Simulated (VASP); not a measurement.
# Si22GeC24 (a cell with a defect) in VASP: further runs

The runs below take Si22GeC24 (a cell with a defect) through single point, with PBE.

Everything below comes from runs of VASP 6.6.1. Logs are shortened: lines on timing, memory, paths and dates and some standing lists are left out, and cuts for length are marked.

## 1. The cell of the first run

The cell holds a defect, 47 atoms: a = 6.162 Å, b = 5.336 Å, c = 15.125 Å, α = 90.00°, β = 90.00°, γ = 90.00°.

## 2. Single point, PBE

Contents of INCAR:

```
PREC     = Accurate       # precision mode
ENCUT    = 520            # plane-wave cutoff, eV
EDIFF    = 1E-6           # SCF threshold, eV
ISMEAR   = 0              # smearing method
SIGMA    = 0.02           # smearing width, eV
LREAL    = Auto         
LASPH    = T              # aspherical terms in the spheres
NELM     = 80             # most SCF steps
ALGO     = Normal         # electronic algorithm
ISIF     = 2              # what is computed and relaxed
LWAVE    = F              # write WAVECAR
LCHARG   = T              # write CHGCAR
GGA      = PE             # functional
LELF     = T              # ELF
LVHAR    = T            
NBANDS   = 128            # bands
NELECT   = 196.0
```

Contents of KPOINTS:

```
regular mesh
0
Gamma
  2 2 1
```

Contents of POSCAR:

```
Si22GeC24
1.0
   -3.0810000000     -5.3364490000      0.0000000000
    4.6215000000     -2.6682240000      0.0000000000
    0.0000000000      0.0000000000     15.1248000000
Si C Ge
22 24 1
Direct
    0.7501899504      0.5041456750     -0.0013012403
    0.7488911245      0.4961827447      0.5018356606
    0.4986478107      0.3433198972      0.1645873664
    0.5004374524      0.6626066842      0.6684514175
    0.4957828250      0.6602362618      0.3307835476
    0.5010733370      0.3306973821      0.8331880091
    0.5001528566      0.0048949370     -0.0012144293
    0.4929617630     -0.0059400212      0.5038160505
    0.2507770601      0.8401798382      0.1636059981
    0.2503775652      0.1644070710      0.6699347429
    0.2547230684      0.1822760519      0.3243062388
    0.2501092402      0.8302184505      0.8333701603
    0.2505266714      0.5059804554     -0.0014669285
    0.2510091453      0.4952903120      0.5038772083
    0.0020699404      0.3413468541      0.1635296334
   -0.0003151727      0.6626759608      0.6679978578
   -0.0008321439      0.3307138731      0.8331447689
    0.0002849268      0.0036857859     -0.0011438829
    0.0072327163     -0.0034982151      0.5045330847
    0.7483102850      0.8362114006      0.1661682138
    0.7497524737      0.1621389963      0.6665047472
    0.7501135414      0.8314546838      0.8326884322
    0.5006922386      0.3382959617      0.0395012165
    0.4997524476      0.6620870477      0.5442750317
    0.4977355237      0.6727571456      0.2073567254
    0.5015381633      0.3309992602      0.7090833598
    0.7411593607      0.5321250655      0.3797857823
    0.7502112863      0.5001055876      0.8742676928
    0.2508474181      0.8379856963      0.0401375886
    0.2507928624      0.1664240634      0.5470597958
    0.2503292384      0.1742982546      0.2036342299
    0.2500082826      0.8305185586      0.7091932455
    0.4351304837     -0.0298459330      0.3824937189
    0.5004379206     -0.0009344946      0.8742690151
    0.0000121683      0.3371778623      0.0387129086
    0.0001988865      0.6620181260      0.5431952158
    0.0011755104      0.6728715238      0.2022506744
   -0.0013638416      0.3308354439      0.7087630911
    0.2552923298      0.4925188073      0.3783283085
    0.2501377807      0.4982117283      0.8740974426
    0.7496028610      0.8383095131      0.0402409949
    0.7495831952      0.1598244779      0.5386475854
    0.7502765013      0.1748903820      0.1931873479
    0.7502443385      0.8314239547      0.7084113509
    0.0663961040     -0.0183723041      0.3835765762
   -0.0000765426     -0.0011976259      0.8742346345
    0.9976086479     -0.3392198974      0.3299998678
```

Potentials or basis: VASP PAW PBE potentials, release 64 (Si, C, Ge_d).

Run with:

```bash
cat potpaw_PBE.64/Si/POTCAR potpaw_PBE.64/C/POTCAR potpaw_PBE.64/Ge_d/POTCAR > POTCAR
mpirun -np 1 vasp_std > vasp.out
```

OUTCAR:

```text
PREC = Accurate
   ENCUT = 520
   EDIFF = 1E-6
   ISMEAR = 0
   LREAL = Auto
   LASPH = T
   NELM = 80
   ISIF = 2
   GGA = PE
   NELECT = 196.0

 ion  position               nearest neighbor table
   1  0.750  0.504  0.999-  23 1.88  35 1.88  28 1.88  41 1.89  22 3.06  15 3.06   3 3.07   7 3.08
                             6 3.08  13 3.08  17 3.08  18 3.08  13 3.08  18 3.08   7 3.08  20 3.09
   2  0.749  0.496  0.502-  27 1.86  42 1.88  24 1.88  36 1.89  21 3.06  14 3.07   4 3.08  16 3.08
                             8 3.09  14 3.09  19 3.11  19 3.11   8 3.11   5 3.15
   3  0.499  0.343  0.165-  43 1.84  31 1.87  25 1.87  23 1.89  11 2.97   5 3.03  20 3.05   9 3.06
                            15 3.06  13 3.07   1 3.07   9 3.09   7 3.09  15 3.10  20 3.11
   4  0.500  0.663  0.668-  26 1.87  24 1.88  44 1.88  32 1.89   8 3.05   6 3.06  22 3.06  14 3.06
                            12 3.07  10 3.07  16 3.08  21 3.08   2 3.08  21 3.08  16 3.09  10 3.09
   5  0.496  0.660  0.331-  27 1.82  33 1.87  25 1.87  39 1.87  11 2.95   3 3.03  20 3.08   9 3.10
                             2 3.15  14 3.15
   6  0.501  0.331  0.833-  34 1.88  26 1.88  28 1.89  40 1.89  10 3.04   7 3.05   4 3.06  17 3.07
                            22 3.07   1 3.08  22 3.08  12 3.08  13 3.08  21 3.08  12 3.09  17 3.09
   7  0.500  0.005  0.999-  29 1.88  23 1.88  41 1.88  34 1.88   6 3.05   9 3.06  13 3.07   1 3.08
                            18 3.08  18 3.08  12 3.08   1 3.08  13 3.08  22 3.09   3 3.09  20 3.09
   8  0.493  0.994  0.504-  30 1.87  33 1.87  24 1.87  42 1.89  19 2.99  14 3.05   4 3.05  21 3.06
                            10 3.06  14 3.06   2 3.09   2 3.11
   9  0.251  0.840  0.164-  29 1.87  37 1.87  31 1.88  25 1.88  11 3.04   7 3.06  18 3.06   3 3.06
                            20 3.07  13 3.07  15 3.07  15 3.08   3 3.09  20 3.10   5 3.10
  10  0.250  0.164  0.670-  30 1.86  32 1.88  26 1.88  38 1.88   6 3.04  17 3.05  12 3.05  19 3.05
                             8 3.06  14 3.07   4 3.07  16 3.08  21 3.08  21 3.09   4 3.09  16 3.09
  11  0.255  0.182  0.324-  33 1.81  45 1.82  31 1.83  39 1.85   5 2.95   3 2.97  47 3.01  15 3.01
                             9 3.04
  12  0.250  0.830  0.833-  40 1.88  32 1.88  46 1.89  34 1.89  13 3.04  10 3.05   4 3.07  16 3.07
                            18 3.08  22 3.08  22 3.08  17 3.08   6 3.08   7 3.08   6 3.09  17 3.09
  13  0.251  0.506  0.999-  29 1.88  40 1.88  23 1.89  35 1.89  12 3.04  15 3.06   3 3.07   9 3.07
                            18 3.07   7 3.07   1 3.08   1 3.08   6 3.08   7 3.08  17 3.09  18 3.09
  14  0.251  0.495  0.504-  30 1.87  24 1.87  36 1.88  39 1.90   8 3.05  19 3.06   4 3.06  16 3.06
                             8 3.06  19 3.07   2 3.07  10 3.07   2 3.09   5 3.15
  15  0.002  0.341  0.164-  43 1.84  37 1.86  31 1.87  35 1.89  11 3.01  13 3.06   3 3.06   1 3.06
                            20 3.07   9 3.07  18 3.07   9 3.08   3 3.10  20 3.12
  16  1.000  0.663  0.668-  38 1.88  44 1.88  36 1.89  32 1.89  19 3.05  14 3.06  17 3.06  22 3.06
                            12 3.07  10 3.08   4 3.08  21 3.08   2 3.08  21 3.08   4 3.09  10 3.09
  17  0.999  0.331  0.833-  46 1.88  38 1.88  28 1.89  40 1.89  10 3.05  18 3.05  16 3.06   6 3.07
                            22 3.07   1 3.08  22 3.08  12 3.08  21 3.09  12 3.09  13 3.09   6 3.09
  18  0.000  0.004  0.999-  35 1.88  46 1.89  29 1.89  41 1.89  17 3.05   9 3.06  13 3.07  15 3.07
                             1 3.08   7 3.08  12 3.08   7 3.08   1 3.08  22 3.09  13 3.09  20 3.10
  19  0.007  0.997  0.505-  45 1.87  30 1.87  36 1.88  42 1.88   8 2.99  16 3.05  21 3.05  10 3.05
                            14 3.06  14 3.07   2 3.11   2 3.11
  20  0.748  0.836  0.166-  43 1.85  37 1.87  25 1.88  41 1.90   3 3.05   9 3.07  15 3.07   5 3.08
                             1 3.09   7 3.09   9 3.10  18 3.10   3 3.11  15 3.12
  21  0.750  0.162  0.667-  44 1.88  26 1.89  38 1.89  42 1.93  19 3.05   8 3.06   2 3.06  22 3.07
[... 35 lines left out ...]
   PSTRESS=    0.0 pullay stress
   NELECT =     196.0000    total number of electrons
   NUPDOWN=      -1.0000    fix difference up-down
   EMIN   =  10.00;   EMAX   =-10.00  energy-range for DOS
   EFERMI =   0.00;   METHOD = LEGACY
   ISMEAR =     0;   SIGMA  =   0.02  broadening in eV -4-tet -1-fermi 0-gaus
   EFERMI_NEDOS =   21; number of points for ismear=-14 and -15
   IALGO  =     38    algorithm
   IMIX   =      4    mixing-type and parameters
     AMIX     =   0.40;   BMIX     =  1.00
     AMIX_MAG =   1.60;   BMIX_MAG =  1.00
  volume/ion in A,a.u.               =      10.58        71.41
  Fermi-wavevector in a.u.,A,eV,Ry     =   1.200252  2.268147 19.600606  1.440604
  Thomas-Fermi vector in A             =   2.336093
   LORBIT       =      0    0 simple, 1 ext, 2 COOP (PROOUT), +10 PAW based schemes
   GGA     = PE    functional components
   LHFCALC =     F    Hartree Fock is set to
   AEXX    =    0.0000 exact exchange contribution
   IVDW    =     0    specifies the selected vdW correction
   LEPSILON=     F    determine dielectric tensor
   LRPA    =     F    only Hartree local field effects (RPA)
 non-spin polarized calculation
 Gauss-broadening in eV      SIGMA  =   0.02
  energy-cutoff  :      520.00
  volume of cell :      497.35
 maximum number of plane-waves:     13440
 NGX is ok and might be reduce to    48
   NGX = 23   NGY = 19   NGZ = 57

 number of electron     195.9999983 magnetization

 Free energy of the ion-electron system (eV)
  ---------------------------------------------------
  ext. energy  EPLUGINS =         0.00000000
  ---------------------------------------------------
  free energy    TOTEN  =      -361.41653695 eV

  energy without entropy =     -361.41599969  energy(sigma->0) =     -361.41626832

 E-fermi :   7.6134     XC(G=0): -11.1780

 val. band max:        7.5823404595   @ k =   0.0000   0.0000   0.0000
 cond. band min:       7.6481080480   @ k =   0.0000   0.5000   0.0000
 fundamental gap:      0.0657675886
 Fermi energy:         7.6133658710

 k-point     1 :       0.0000    0.0000    0.0000
  band No.  band energies     occupation
      1     -16.1737      2.00000
      2     -16.1540      2.00000
      3     -16.1285      2.00000
      4     -16.0770      2.00000
      5     -16.0709      2.00000
      6      -7.7523      2.00000
[... 441 lines left out ...]
    109      12.0763      0.00000
    110      12.6658      0.00000
 [bands above 110 left out]

------------------------ aborting loop because EDIFF is reached ----------------------------------------

  FORCE on cell =-STRESS in cart. coord.  units (eV):
  Direction    XX          YY          ZZ          XY          YZ          ZX
  --------------------------------------------------------------------------------------
  -------------------------------------------------------------------------------------
  Total       -5.5980629     -4.9566598     -1.0757390     -0.7202319      1.2092980     -2.1428830
  in kB      -18.0336933    -15.9674665     -3.4654036     -2.3201670      3.8956527     -6.9031191
  external PRESSURE =     -12.4888545 kB  Pullay stress =       0.0000000 kB

 VOLUME and BASIS-vectors are now :
 -----------------------------------------------------------------------------
  energy-cutoff  :      520.00
  volume of cell :      497.35
      direct lattice vectors                 reciprocal lattice vectors
    -3.081000000 -5.336449000  0.000000000    -0.081142475 -0.140542903  0.000000000
     4.621500000 -2.668224000  0.000000000     0.162284980 -0.093695269  0.000000000
     0.000000000  0.000000000 15.124800000     0.000000000  0.000000000  0.066116577

 POSITION                                       TOTAL-FORCE (eV/Angst)
 -----------------------------------------------------------------------------------
      0.01857     -5.34852     15.10512        -0.000074     -0.000533      0.005155
     -0.01422     -5.32035      7.59016         0.001626      0.000986     -0.012292
      0.05032     -3.57706      2.48935        -0.001198     -0.000530     -0.002690
      1.52039     -4.43854     10.11019        -0.006787     -0.001282      0.000065
      1.52378     -4.40738      5.00304        -0.004134      0.002623      0.005155
     -0.01549     -3.55633     12.60180        -0.003462      0.002234     -0.007473
[... 39 lines left out ...]
      1.53520     -8.00107     13.22262         0.002395     -0.000215     -0.002774
     -0.01984     -7.08680      4.99118         0.003412     -0.001422      0.002781
 -----------------------------------------------------------------------------------
    total drift:                                0.011997      0.012907      0.017655

  FREE ENERGIE OF THE ION-ELECTRON SYSTEM (eV)
  ---------------------------------------------------
  free  energy   TOTEN  =      -361.4165369481 eV

  energy  without entropy=     -361.4159996896  energy(sigma->0) =     -361.41626832
```

Wall time 9.5 min (1 thread of Intel Xeon Platinum 8259CL at 2.50GHz (Skylake/Cascade Lake), shared host); peak memory 0.56 GiB.

Results:

```yaml
Free_energy: -361.4165 eV
Largest_force: 0.032 eV/Å
```

Forces in eV/Å, atoms in the order of the input:
```
Si   0.000 -0.001  0.005
Si   0.002  0.001 -0.012
Si  -0.001 -0.001 -0.003
Si  -0.007 -0.001  0.000
Si  -0.004  0.003  0.005
Si  -0.003  0.002 -0.007
Si   0.003  0.002 -0.001
Si  -0.007  0.007 -0.013
Si  -0.003  0.005 -0.010
Si   0.007  0.000  0.011
Si   0.005 -0.020  0.007
Si  -0.004  0.001 -0.005
Si   0.004  0.001  0.004
Si   0.002 -0.012 -0.009
Si   0.006 -0.001  0.002
Si  -0.001  0.000  0.006
Si  -0.003  0.001 -0.005
Si   0.002 -0.003  0.002
Si  -0.003  0.000 -0.012
Si  -0.005 -0.004  0.002
Si   0.002 -0.003 -0.001
Si  -0.004  0.000 -0.006
C   -0.010  0.002 -0.005
C    0.006 -0.004  0.010
C    0.000 -0.006  0.014
C    0.003  0.001  0.011
C    0.013 -0.011 -0.014
C    0.003  0.000  0.000
C    0.002  0.007 -0.004
C   -0.001  0.007  0.002
C   -0.003 -0.003  0.007
C    0.002 -0.002  0.006
C   -0.006 -0.002 -0.004
C    0.003 -0.002 -0.003
C    0.001  0.003 -0.008
C   -0.002  0.000  0.002
C   -0.004  0.009  0.007
C   -0.001  0.000  0.013
C   -0.002 -0.005 -0.005
C    0.002  0.001 -0.001
C   -0.001 -0.005 -0.013
C   -0.001  0.008 -0.003
C    0.004  0.002 -0.006
C    0.005 -0.003  0.013
C   -0.005  0.027  0.016
C    0.002  0.000 -0.003
Ge   0.003 -0.001  0.003
```

Levels at points of the mesh, in eV from the Fermi level:
```csv
k point,band 94,band 95,band 96,band 97,band 98,band 99,band 100,band 101,band 102,band 103
"(0.00, 0.00, 0.00)",-0.39,-0.34,-0.30,-0.03,0.04,0.34,0.43,2.18,2.31,2.50
"(0.50, 0.00, 0.00)",-0.92,-0.84,-0.62,-0.37,-0.07,0.04,0.30,1.54,3.44,3.61
"(0.00, 0.50, 0.00)",-0.90,-0.89,-0.66,-0.56,-0.45,0.03,0.24,2.18,2.26,2.38
"(0.50, 0.50, 0.00)",-1.13,-1.05,-0.96,-0.80,-0.75,-0.32,0.45,1.88,3.81,3.98
```

Caveat: the k points lie up to 0.59 Å⁻¹ apart; the cell carries a net charge on a neutralising background, which shifts energy and pressure; the cell is charged against a uniform background, so pressure and absolute levels hang on convention.

## 3. Single point, PBE

Contents of INCAR:

```
SYSTEM = Si22GeC24
PREC     = Accurate       ! precision mode
ENCUT    = 520            ! plane-wave cutoff, eV
EDIFF    = 1E-6           ! SCF threshold, eV
ISMEAR   = 0              ! smearing method
SIGMA    = 0.02           ! smearing width, eV
LREAL    = Auto         
LASPH    = .True.         ! aspherical terms in the spheres
NELM     = 80             ! most SCF steps
ALGO     = Normal         ! electronic algorithm
ISIF     = 2              ! what is computed and relaxed
LWAVE    = .False.        ! write WAVECAR
LCHARG   = .True.         ! write CHGCAR
GGA      = PE             ! functional
LELF     = .True.         ! ELF
LVHAR    = .True.       
NELECT   = 196.0        
NBANDS   = 128            ! bands
```

Contents of KPOINTS:

```
Automatic mesh
0
Gamma
  2 2 1
  0 0 0
```

Contents of POSCAR:

```
Si22GeC24
1.0
   -3.0810000000     -5.3364490000      0.0000000000
    4.6215000000     -2.6682240000      0.0000000000
    0.0000000000      0.0000000000     15.1248000000
Si C Ge
22 24 1
Direct
    0.7496013906      0.5039428507     -0.0014139691
    0.7427808196      0.4962282170      0.5043455781
    0.4991705698      0.3403015310      0.1633110520
    0.4996025838      0.6642539350      0.6697430710
    0.4951773463      0.6824668190      0.3240136729
    0.4997829513      0.3303698524      0.8331460251
    0.4993622797      0.0061852610     -0.0017386015
    0.4988663565     -0.0049541828      0.5036922802
    0.2512605029      0.8434944519      0.1642774780
    0.2495209644      0.1624035684      0.6682600100
    0.2541225691      0.1603167014      0.3305355443
    0.2488121599      0.8308701211      0.8329521052
    0.2497747879      0.5051500858     -0.0015007802
    0.2570100034      0.4937948330      0.5035601793
    0.0015502219      0.3363886690      0.1658659288
    0.0002122998      0.6620580105      0.6662609754
   -0.0002276098      0.3316444302      0.8324409579
   -0.0003149111      0.0044188595     -0.0015584338
    0.0010573413     -0.0038514187      0.5015908310
    0.7478659042      0.8415278266      0.1632425553
    0.7502324898      0.1624689606      0.6678100867
    0.7507612002      0.8308954361      0.8329195758
    0.4990403891      0.3381887783      0.0398545435
    0.4991880864      0.6660959633      0.5468710330
    0.4995631907      0.6744488133      0.2033456971
    0.4999344653      0.3303224251      0.7090325822
    0.6830528943      0.4814352412      0.3834652359
    0.7499797930      0.4989487703      0.8739818708
    0.2491728075      0.8385401753      0.0391883529
    0.2501574577      0.1619262420      0.5441151619
    0.2521425820      0.1729757211      0.2071076642
    0.2484114858      0.8307873608      0.7089180683
    0.4944668042     -0.0075851512      0.3781392812
    0.4997567103     -0.0016656011      0.8738406458
    0.0002918241      0.3386026420      0.0399281313
    0.0004462718      0.6597375232      0.5384011028
   -0.0003517125      0.6750384884      0.1928664181
   -0.0002997428      0.3312921113      0.7082050672
    0.3153983740      0.4699431765      0.3823032371
    0.2494498130      0.4992121332      0.8740037554
    0.7498790910      0.8374279951      0.0384210700
    0.7497156617      0.1617463927      0.5430309161
    0.7487338512      0.1730139555      0.2019810510
    0.7513491359      0.8306389025      0.7086044774
    0.0088478214      0.0323687413      0.3795708373
   -0.0003127677      0.0003185898      0.8740379377
    0.7522133573      0.1608413618      0.3297668730
```

Potentials or basis: VASP PAW PBE potentials, release 64 (Si, C, Ge_d).

Run with:

```bash
cat potpaw_PBE.64/Si/POTCAR potpaw_PBE.64/C/POTCAR potpaw_PBE.64/Ge_d/POTCAR > POTCAR
mpirun -np 1 vasp_std > vasp.out
```

It took 9.1 min on 1 thread of Intel Xeon Platinum 8259CL at 2.50GHz (Skylake/Cascade Lake), shared host; peak memory 0.56 GiB.

It converged, with:

* Free energy: -361.4164 eV
* Largest force: 0.036 eV/Å

Forces in eV/Å, atoms in the order of the input:
```
Si   0.000  0.002  0.002
Si   0.009  0.008 -0.003
Si   0.001  0.006 -0.002
Si  -0.001  0.000  0.010
Si   0.000  0.007  0.012
Si  -0.008  0.004  0.000
Si   0.002 -0.004  0.001
Si   0.007  0.003 -0.007
Si   0.004  0.000  0.003
Si   0.003  0.007  0.004
Si  -0.008 -0.004  0.003
Si  -0.008  0.004  0.003
Si  -0.002  0.002  0.001
Si  -0.008 -0.008  0.001
Si  -0.002  0.001  0.007
Si  -0.005  0.004  0.005
Si  -0.007  0.005 -0.001
Si  -0.001  0.001  0.002
Si  -0.006  0.003 -0.005
Si   0.002 -0.001  0.003
Si  -0.001 -0.003  0.008
Si  -0.007  0.005  0.003
C   -0.005 -0.006 -0.002
C    0.009 -0.009  0.006
C    0.000 -0.003  0.007
C    0.006 -0.005 -0.009
C   -0.017 -0.001 -0.010
C    0.003 -0.004 -0.001
C   -0.003  0.003  0.007
C    0.003 -0.004  0.001
C   -0.001  0.004  0.003
C    0.007 -0.010 -0.006
C    0.002 -0.013 -0.012
C    0.002 -0.004  0.000
C   -0.006  0.003  0.005
C   -0.009  0.004 -0.012
C    0.005 -0.002 -0.010
C    0.011 -0.003  0.001
C    0.002  0.010 -0.008
C    0.004 -0.002  0.001
C   -0.003 -0.001  0.000
C    0.002 -0.003 -0.006
C   -0.009  0.001  0.015
C    0.010 -0.001 -0.005
C    0.029  0.014 -0.016
C   -0.001 -0.002 -0.005
Ge  -0.008 -0.008  0.007
```

Levels at points of the mesh, in eV from the Fermi level:
| k point | band 96 | band 97 | band 98 | band 99 | band 100 | band 101 |
| --- | --- | --- | --- | --- | --- | --- |
| (0.00, 0.00, 0.00) | -0.30 | -0.03 | 0.04 | 0.34 | 0.43 | 2.20 |
| (0.50, 0.00, 0.00) | -0.62 | -0.36 | -0.07 | 0.04 | 0.30 | 1.57 |
| (0.00, 0.50, 0.00) | -0.66 | -0.56 | -0.44 | 0.03 | 0.24 | 2.20 |
| (0.50, 0.50, 0.00) | -0.96 | -0.80 | -0.75 | -0.32 | 0.45 | 1.90 |

Caveat: the k points lie up to 0.59 Å⁻¹ apart; the cell carries a net charge on a neutralising background, which shifts energy and pressure; the cell is charged against a uniform background, so pressure and absolute levels hang on convention.
